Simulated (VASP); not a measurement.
# WS2 (P6_3/mmc) in VASP: notebook, part 2 of 3

VASP 6.6.1. The steps go on from the part before.

## Step 3: Single point, r2SCAN (uniaxial z strain +1.0%)

POSCAR

```
WS2
1.0
    3.1699462934      0.0000000000      0.0000000000
   -1.5849731467      2.7452540187      0.0000000000
    0.0000000000      0.0000000000     12.6159812580
W S
2 4
Direct
    0.3333333333      0.6666666667      0.2500000000
    0.6666666667      0.3333333333      0.7500000000
    0.6666666667      0.3333333333      0.3739370859
    0.6666666667      0.3333333333      0.1260629141
    0.3333333333      0.6666666667      0.8739370859
    0.3333333333      0.6666666667      0.6260629141
```

INCAR.step1

```
PREC = Accurate
ENCUT = 550
ISMEAR = 0
SIGMA = 0.01
LREAL = F
LASPH = T
NELM = 120
NBANDS = 35
GGA = PE
ALGO = Normal
EDIFF = 1E-5
LWAVE = T
LCHARG = F
GGA_COMPAT = F
```

INCAR.step2

```
PREC = Accurate
ENCUT = 550
EDIFF = 1E-6
ISMEAR = 0
SIGMA = 0.01
LREAL = F
LASPH = T
NELM = 120
ALGO = Normal
ISIF = 2
LWAVE = F
LCHARG = F
METAGGA = R2SCAN
LMIXTAU = T
NBANDS = 35
ISTART = 1
GGA_COMPAT = F
```

KPOINTS

```
regular mesh
0
Gamma
  12 12 2
```

Potentials or basis: VASP PAW PBE potentials, release 64 (W_sv, S).

Launch:

```sh
cat potpaw_PBE.64/W_sv/POTCAR potpaw_PBE.64/S/POTCAR > POTCAR
cp INCAR.step1 INCAR
mpirun -np 1 vasp_std > vasp.out
cp INCAR.step2 INCAR
mpirun -np 1 vasp_std > vasp.out
```

OUTCAR:

```text
PREC = Accurate
   ENCUT = 550
   EDIFF = 1E-6
   ISMEAR = 0
   LREAL = F
   LASPH = T
   NELM = 120
   ISIF = 2
   METAGGA = R2SCAN
   ISTART = 1

 ion  position               nearest neighbor table
   1  0.333  0.667  0.250-   3 2.41   4 2.41   3 2.41   4 2.41   3 2.41   4 2.41
   2  0.667  0.333  0.750-   5 2.41   6 2.41   5 2.41   6 2.41   5 2.41   6 2.41
   3  0.667  0.333  0.374-   1 2.41   1 2.41   1 2.41
   4  0.667  0.333  0.126-   1 2.41   1 2.41   1 2.41
   5  0.333  0.667  0.874-   2 2.41   2 2.41   2 2.41
   6  0.333  0.667  0.626-   2 2.41   2 2.41   2 2.41

  LATTYP: Found a hexagonal cell.
 ALAT       =     3.1699462934
 C/A-ratio  =     3.9798722408

  Lattice vectors:

 A1 = (   3.1699462934,   0.0000000000,   0.0000000000)
 A2 = (  -1.5849731467,   2.7452540187,   0.0000000000)
 A3 = (   0.0000000000,   0.0000000000,  12.6159812580)

Analysis of symmetry for initial positions (statically):
=====================================================================
 Subroutine PRICEL returns:
 Original cell was already a primitive cell.

 Routine SETGRP: Setting up the symmetry group for a
 hexagonal supercell.

 Subroutine GETGRP returns: Found 24 space group operations
 (whereof 12 operations were pure point group operations)
 out of a pool of 24 trial point group operations.

The static configuration has the point symmetry D_3d.
 The point group associated with its full space group is D_6h.

Analysis of symmetry for dynamics (positions and initial velocities):
=====================================================================
 Subroutine PRICEL returns:
 Original cell was already a primitive cell.

 Routine SETGRP: Setting up the symmetry group for a
 hexagonal supercell.

 Subroutine GETGRP returns: Found 24 space group operations
 (whereof 12 operations were pure point group operations)
 out of a pool of 24 trial point group operations.

The dynamic configuration has the point symmetry D_3d.
 The point group associated with its full space group is D_6h.

 Subroutine INISYM returns: Found 24 space group operations
 (whereof 12 operations are pure point group operations),
 and found     1 'primitive' translations

----------------------------------------------------------------------------------------

                                     Primitive cell

  volume of cell :     109.7882

  direct lattice vectors                    reciprocal lattice vectors
     3.169946293  0.000000000  0.000000000     0.315462758  0.182132508  0.000000000
    -1.584973147  2.745254019  0.000000000     0.000000000  0.364265016  0.000000000
     0.000000000  0.000000000 12.615981258     0.000000000  0.000000000  0.079264544

  length of vectors
     3.169946293  3.169946293 12.615981258     0.364265016  0.364265016  0.079264544

  position of ions in fractional coordinates (direct lattice)
     0.333333333  0.666666667  0.250000000
     0.666666667  0.333333333  0.750000000
     0.666666667  0.333333333  0.373937086
     0.666666667  0.333333333  0.126062914
     0.333333333  0.666666667  0.873937086
     0.333333333  0.666666667  0.626062914

  ion indices of the primitive-cell ions
   primitive index   ion index
                 1           1
                 2           2
                 3           3
[... 33 lines left out ...]
  0.083333 -0.000000  0.000000      6.000000
  0.166667 -0.000000  0.000000      6.000000
  0.250000  0.000000  0.000000      6.000000
  0.333333  0.000000  0.000000      6.000000
  0.416667 -0.000000  0.000000      6.000000
[... 16 lines left out ...]
  0.250000  0.000000  0.500000      6.000000
  0.333333  0.000000  0.500000      6.000000
 [... further k-points ...]
   k-points           NKPTS =     38   k-points in BZ     NKDIM =     38   number of bands    NBANDS=     35
   number of dos      NEDOS =    301   number of ions     NIONS =      6
   total plane-waves  NPLWV =  55296
   dimension x,y,z NGX =    24 NGY =   24 NGZ =   96
   dimension x,y,z NGXF=    48 NGYF=   48 NGZF=  192
   ions per type =               2   4
   NGX,Y,Z   is equivalent  to a cutoff of  12.59, 12.59, 12.65 a.u.
   NGXF,Y,Z  is equivalent  to a cutoff of  25.17, 25.17, 25.30 a.u.
 SYSTEM =  unknown system
   PREC   = accura    normal or accurate (medium, high low for compatibility)
   ISTART =      1    job   : 0-new  1-cont  2-samecut
   ICHARG =      0    charge: 1-file 2-atom 10-const
   ISPIN  =      1    spin polarized calculation?
   LNONCOLLINEAR =      F non collinear calculations
   LSORBIT =      F    spin-orbit coupling
   LASPH  =      T    aspherical Exc in radial PAW
   ENCUT  =  550.0 eV  40.42 Ry    6.36 a.u.   6.06  6.06 24.12*2*pi/ulx,y,z
   NELM   =    120;   NELMIN=  2; NELMDL=  0     # of ELM steps
   EDIFF  = 0.1E-05   stopping-criterion for ELM
   LREAL  =      F    real-space projection
   EDIFFG = 0.1E-04   stopping-criterion for IOM
   NSW    =      0    number of steps for IOM
   IBRION =     -1    ionic relax: 0-MD 1-quasi-New 2-CG
   NFREE  =      0    steps in history (QN), initial steepest desc. (CG)
   ISIF   =      2    stress and relaxation
   ISYM   =      2    0-nonsym 1-usesym 2-fastsym
   POTIM  = 0.5000    time-step for ionic-motion
   TEBEG  =    0.0;   TEEND  =   0.0 temperature during run
   PSTRESS=    0.0 pullay stress
   NELECT =      52.0000    total number of electrons
   NUPDOWN=      -1.0000    fix difference up-down
   EMIN   =  10.00;   EMAX   =-10.00  energy-range for DOS
   EFERMI =   0.00;   METHOD = LEGACY
   ISMEAR =     0;   SIGMA  =   0.01  broadening in eV -4-tet -1-fermi 0-gaus
   EFERMI_NEDOS =   21; number of points for ismear=-14 and -15
   IALGO  =     38    algorithm
   IMIX   =      4    mixing-type and parameters
     AMIX     =   0.40;   BMIX     =  1.00
     AMIX_MAG =   1.60;   BMIX_MAG =  1.00
  volume/ion in A,a.u.               =      18.30       123.48
  Fermi-wavevector in a.u.,A,eV,Ry     =   1.276118  2.411513 22.156772  1.628477
  Thomas-Fermi vector in A             =   2.408792
   LORBIT       =      0    0 simple, 1 ext, 2 COOP (PROOUT), +10 PAW based schemes
   METAGGA = R2SCAN    functional components
   LHFCALC =     F    Hartree Fock is set to
   AEXX    =    0.0000 exact exchange contribution
   IVDW    =     0    specifies the selected vdW correction
   LEPSILON=     F    determine dielectric tensor
   LRPA    =     F    only Hartree local field effects (RPA)
 non-spin polarized calculation
 Gauss-broadening in eV      SIGMA  =   0.01
  energy-cutoff  :      550.00
  volume of cell :      109.79
 maximum number of plane-waves:      3264
   NGX = 13   NGY = 13   NGZ = 49

 number of electron      51.9999998 magnetization

 Free energy of the ion-electron system (eV)
  ---------------------------------------------------
  ext. energy  EPLUGINS =         0.00000000
  ---------------------------------------------------
  free energy    TOTEN  =      -140.15046898 eV

  energy without entropy =     -140.15046898  energy(sigma->0) =     -140.15046898

 E-fermi :   7.1853     XC(G=0): -11.4459

 val. band max:        6.9030233246   @ k =   0.0000   0.0000   0.0000
 cond. band min:       8.1220389916   @ k =   0.1667   0.1667   0.0000
 fundamental gap:      1.2190156670
 Fermi energy:         7.1852876664

 k-point     1 :       0.0000    0.0000    0.0000
  band No.  band energies     occupation
      1     -69.6542      2.00000
      2     -69.6541      2.00000
      3     -33.2516      2.00000
      4     -33.2515      2.00000
      5     -33.0840      2.00000
      6     -33.0840      2.00000
[... 901 lines left out ...]
     34      11.0365      0.00000
     35      13.3766      0.00000

 [... further k-points ...]

------------------------ aborting loop because EDIFF is reached ----------------------------------------

  FORCE on cell =-STRESS in cart. coord.  units (eV):
  Direction    XX          YY          ZZ          XY          YZ          ZX
  --------------------------------------------------------------------------------------
  -------------------------------------------------------------------------------------
  Total        0.9772502      0.9772502      0.5525192      0.0000000      0.0000000     -0.0000000
  in kB       14.2613581     14.2613581      8.0631088      0.0000000      0.0000000     -0.0000000
  external PRESSURE =      12.1952750 kB  Pullay stress =       0.0000000 kB

 VOLUME and BASIS-vectors are now :
 -----------------------------------------------------------------------------
  energy-cutoff  :      550.00
  volume of cell :      109.79
      direct lattice vectors                 reciprocal lattice vectors
     3.169946293  0.000000000  0.000000000     0.315462758  0.182132508  0.000000000
    -1.584973147  2.745254019  0.000000000     0.000000000  0.364265016  0.000000000
     0.000000000  0.000000000 12.615981258     0.000000000  0.000000000  0.079264544

 POSITION                                       TOTAL-FORCE (eV/Angst)
 -----------------------------------------------------------------------------------
     -0.00000      1.83017      3.15400        -0.000000      0.000000      0.000000
      1.58497      0.91508      9.46199         0.000000     -0.000000      0.000000
      1.58497      0.91508      4.71758        -0.000000     -0.000000     -0.027573
      1.58497      0.91508      1.59041        -0.000000      0.000000      0.027573
     -0.00000      1.83017     11.02557         0.000000     -0.000000     -0.027573
     -0.00000      1.83017      7.89840         0.000000      0.000000      0.027573
 -----------------------------------------------------------------------------------
    total drift:                               -0.000000      0.000000     -0.000000

  FREE ENERGIE OF THE ION-ELECTRON SYSTEM (eV)
  ---------------------------------------------------
  free  energy   TOTEN  =      -140.1504689761 eV

  energy  without entropy=     -140.1504689761  energy(sigma->0) =     -140.15046898
```

Run time: 8.5 min. Hardware: 1 thread of Intel Xeon 8259CL, shared host; peak memory 0.32 GiB.

Results:

| Property | Result |
| --- | --- |
| Free energy | -140.1505 eV |
| Pressure | 1.2 GPa |
| Largest force | 0.028 eV/Å |
| Band gap on the k mesh | 1.22 eV (least direct gap 1.91 eV) |

Forces on the atoms (eV/Å):
```
W    0.000  0.000  0.000
W    0.000  0.000  0.000
S    0.000  0.000 -0.028
S    0.000  0.000  0.028
S    0.000  0.000 -0.028
S    0.000  0.000  0.028
```

Caveat: the cell differs from its parent crystal (uniaxial z strain +1.0%); the PAW data sets were made with another functional, which shifts forces and pressure a little; spin-orbit coupling is left out, which moves the levels of the heavy elements.

## Step 4: Single point, r2SCAN (uniaxial z strain +2.0%)

POSCAR

```
WS2
1.0
    3.1699462934      0.0000000000      0.0000000000
   -1.5849731467      2.7452540187      0.0000000000
    0.0000000000      0.0000000000     12.7408919635
W S
2 4
Direct
    0.3333333333      0.6666666667      0.2500000000
    0.6666666667      0.3333333333      0.7500000000
    0.6666666667      0.3333333333      0.3727860666
    0.6666666667      0.3333333333      0.1272139334
    0.3333333333      0.6666666667      0.8727860666
    0.3333333333      0.6666666667      0.6272139334
```

INCAR.step1

```
SYSTEM = WS2
ALGO = Normal ; EDIFF = 1E-5
ENCUT = 550 ; GGA = PE
GGA_COMPAT = .FALSE. ; ISMEAR = 0
LASPH = .TRUE. ; LCHARG = .FALSE.
LREAL = .FALSE. ; LWAVE = .TRUE.
NBANDS = 35 ; NELM = 120
PREC = Accurate ; SIGMA = 0.01
```

INCAR.step2

```
SYSTEM = WS2
ALGO = Normal ; EDIFF = 1E-6
ENCUT = 550 ; GGA_COMPAT = .FALSE.
ISIF = 2 ; ISMEAR = 0
ISTART = 1 ; LASPH = .TRUE.
LCHARG = .FALSE. ; LMIXTAU = .TRUE.
LREAL = .FALSE. ; LWAVE = .FALSE.
METAGGA = R2SCAN ; NBANDS = 35
NELM = 120 ; PREC = Accurate
SIGMA = 0.01
```

KPOINTS

```
k-points
0
G
  12 12 2
  0 0 0
```

Potentials or basis: VASP PAW PBE potentials, release 64 (W_sv, S).

Launch:

```sh
cat potpaw_PBE.64/W_sv/POTCAR potpaw_PBE.64/S/POTCAR > POTCAR
cp INCAR.step1 INCAR
mpirun -np 1 vasp_std > vasp.out
cp INCAR.step2 INCAR
mpirun -np 1 vasp_std > vasp.out
```

OUTCAR:

```text
SYSTEM = WS2
   EDIFF = 1E-6
   ENCUT = 550
   ISIF = 2
   ISMEAR = 0
   ISTART = 1
   LASPH = .TRUE.
   LREAL = .FALSE.
   METAGGA = R2SCAN
   NELM = 120
   PREC = Accurate

 ion  position               nearest neighbor table
   1  0.333  0.667  0.250-   3 2.41   4 2.41   3 2.41   4 2.41   3 2.41   4 2.41
   2  0.667  0.333  0.750-   5 2.41   6 2.41   5 2.41   6 2.41   5 2.41   6 2.41
   3  0.667  0.333  0.373-   1 2.41   1 2.41   1 2.41
   4  0.667  0.333  0.127-   1 2.41   1 2.41   1 2.41
   5  0.333  0.667  0.873-   2 2.41   2 2.41   2 2.41
[... 1122 lines left out ...]
  -------------------------------------------------------------------------------------
  Total        0.9325652      0.9325652      0.2995439      0.0000000      0.0000000      0.0000000
  in kB       13.4758302     13.4758302      4.3284937      0.0000000      0.0000000      0.0000000
  external PRESSURE =      10.4267181 kB  Pullay stress =       0.0000000 kB

 VOLUME and BASIS-vectors are now :
 -----------------------------------------------------------------------------
  energy-cutoff  :      550.00
  volume of cell :      110.88
      direct lattice vectors                 reciprocal lattice vectors
     3.169946293  0.000000000  0.000000000     0.315462758  0.182132508  0.000000000
    -1.584973147  2.745254019  0.000000000     0.000000000  0.364265016  0.000000000
     0.000000000  0.000000000 12.740891963     0.000000000  0.000000000  0.078487441

 POSITION                                       TOTAL-FORCE (eV/Angst)
 -----------------------------------------------------------------------------------
     -0.00000      1.83017      3.18522         0.000000     -0.000000      0.000000
      1.58497      0.91508      9.55567        -0.000000      0.000000      0.000000
      1.58497      0.91508      4.74963         0.000000      0.000000     -0.028532
      1.58497      0.91508      1.62082        -0.000000     -0.000000      0.028532
     -0.00000      1.83017     11.12007        -0.000000      0.000000     -0.028532
     -0.00000      1.83017      7.99126        -0.000000     -0.000000      0.028532
 -----------------------------------------------------------------------------------
    total drift:                                0.000000     -0.000000      0.000000

  FREE ENERGIE OF THE ION-ELECTRON SYSTEM (eV)
  ---------------------------------------------------
  free  energy   TOTEN  =      -140.1566982593 eV

  energy  without entropy=     -140.1566982593  energy(sigma->0) =     -140.15669826
```

OUTCAR.step1:

```text
SYSTEM = WS2
   EDIFF = 1E-5
   ENCUT = 550
   GGA = PE
   ISMEAR = 0
   LASPH = .TRUE.
   LREAL = .FALSE.
   NELM = 120
[... 1149 lines left out ...]
      1.58497      0.91508      1.62082        -0.000000     -0.000000     -0.195552
     -0.00000      1.83017     11.12007         0.000000      0.000000      0.195552
     -0.00000      1.83017      7.99126         0.000000     -0.000000     -0.195552
 -----------------------------------------------------------------------------------
    total drift:                                0.000000     -0.000000      0.000000

  FREE ENERGIE OF THE ION-ELECTRON SYSTEM (eV)
  ---------------------------------------------------
  free  energy   TOTEN  =       -47.2993091542 eV

  energy  without entropy=      -47.2993091542  energy(sigma->0) =      -47.29930915
```

Run time: 10 min. Hardware: 1 thread of Intel Xeon 8259CL, shared host; peak memory 0.32 GiB.

Results:

| Item | Value |
| --- | --- |
| Free energy | -140.1567 eV |
| Pressure | 1.0 GPa |
| Largest force | 0.029 eV/Å |
| Band gap on the k mesh | 1.27 eV (least direct gap 1.92 eV) |

Forces in eV/Å, atoms in the order of the input:
```
W    0.000  0.000  0.000
W    0.000  0.000  0.000
S    0.000  0.000 -0.029
S    0.000  0.000  0.029
S    0.000  0.000 -0.029
S    0.000  0.000  0.029
```

Stress tensor (GPa, compression positive):
```
1.35 0.00 0.00
0.00 1.35 0.00
0.00 0.00 0.43
```

Caveat: the cell differs from its parent crystal (uniaxial z strain +2.0%); the PAW data sets were made with another functional, which shifts forces and pressure a little; spin-orbit coupling is left out, which moves the levels of the heavy elements. A k mesh can miss the band edges.

## Step 5: Single point, r2SCAN (uniaxial z strain +3.0%)

POSCAR

```
WS2
1.0
    3.1699462934      0.0000000000      0.0000000000
   -1.5849731467      2.7452540187      0.0000000000
    0.0000000000      0.0000000000     12.8658026690
W S
2 4
Direct
    0.3333333333      0.6666666667      0.2500000000
    0.6666666667      0.3333333333      0.7500000000
    0.6666666667      0.3333333333      0.3716393713
    0.6666666667      0.3333333333      0.1283606287
    0.3333333333      0.6666666667      0.8716393713
    0.3333333333      0.6666666667      0.6283606287
```

INCAR.step1 is that of step 4.

INCAR.step2 is that of step 4.

KPOINTS is that of step 4.

Launch:

```sh
cat potpaw_PBE.64/W_sv/POTCAR potpaw_PBE.64/S/POTCAR > POTCAR
cp INCAR.step1 INCAR
mpirun -np 1 vasp_std > vasp.out
cp INCAR.step2 INCAR
mpirun -np 1 vasp_std > vasp.out
```

Run time: 11 min. Hardware: 1 thread of Intel Xeon 8259CL, shared host; peak memory 0.32 GiB.

Results (log left out):

* Free energy: -140.1606 eV
* Pressure: 0.9 GPa
* Largest force: 0.028 eV/Å
* Band gap on the k mesh: 1.32 eV (least direct gap 1.93 eV)

Forces in eV/Å, atoms in the order of the input:
```
W    0.000  0.000  0.000
W    0.000  0.000  0.000
S    0.000  0.000 -0.028
S    0.000  0.000  0.028
S    0.000  0.000 -0.028
S    0.000  0.000  0.028
```

Stress tensor (GPa, compression positive):
```
1.27 0.00 0.00
0.00 1.27 0.00
0.00 0.00 0.12
```

Levels at points of the mesh, in eV from the valence-band top:
```tsv
k point	band 22	band 23	band 24	band 25	band 26	band 27	band 28	band 29	band 30	band 31
(0.00, 0.00, 0.00)	-2.26	-2.26	-1.84	-1.00	0.00	2.56	2.56	2.57	2.57	2.65
(0.50, 0.00, 0.00)	-2.81	-1.99	-1.87	-1.60	-1.49	2.51	2.54	2.86	3.06	3.59
(0.00, 0.00, 0.50)	-2.27	-2.27	-2.27	-0.32	-0.32	2.56	2.56	2.56	2.56	2.71
(0.50, 0.00, 0.50)	-2.87	-1.93	-1.93	-1.54	-1.54	2.52	2.52	2.98	2.98	3.85
```

Caveat: the cell differs from its parent crystal (uniaxial z strain +3.0%); the PAW data sets were made with another functional, which shifts forces and pressure a little; spin-orbit coupling is left out, which moves the levels of the heavy elements. A k mesh can miss the band edges.

[end of part 2 of 3]
